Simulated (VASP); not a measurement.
A run of VASP 6.6.1 is set up as follows.

File INCAR:

```
SYSTEM = C
PREC     = Accurate       ! precision mode
ENCUT    = 520            ! plane-wave cutoff, eV
EDIFF    = 1E-6           ! SCF threshold, eV
ISMEAR   = 0              ! smearing method
SIGMA    = 0.01           ! smearing width, eV
LREAL    = .False.        ! projectors in reciprocal space
LASPH    = .True.         ! aspherical terms in the spheres
NELM     = 100            ! most SCF steps
ALGO     = Normal         ! electronic algorithm
ISIF     = 2              ! what is computed and relaxed
LWAVE    = .False.        ! write WAVECAR
LCHARG   = .False.        ! write CHGCAR
GGA      = PS             ! functional
NBANDS   = 11             ! bands
```

KPOINTS

```
Automatic mesh
0
Gamma
  10 10 10
  0 0 0
```

File POSCAR:

```
C
1.0
    0.0000000000      1.7089748861      1.7089748861
    1.7089748861      0.0000000000      1.7089748861
    1.7089748861      1.7089748861      0.0000000000
C
2
Direct
    0.0000000000      0.0000000000      0.0000000000
    0.2500000000      0.2500000000      0.2500000000
```

Potentials or basis: VASP PAW PBE potentials, release 64 (C).

The run is started by

```bash
$ cat potpaw_PBE.64/C/POTCAR > POTCAR
$ mpirun -np 1 vasp_std > vasp.out
```

Task: What does it give for the pressure?

Result: 66.8 GPa.

Task: Estimate the band gap on the k mesh.

Result: 4.32 eV, indirect (least direct gap 5.89 eV).

Caveat: the PAW data sets were made with another functional, which shifts forces and pressure a little. A k mesh can miss the band edges.
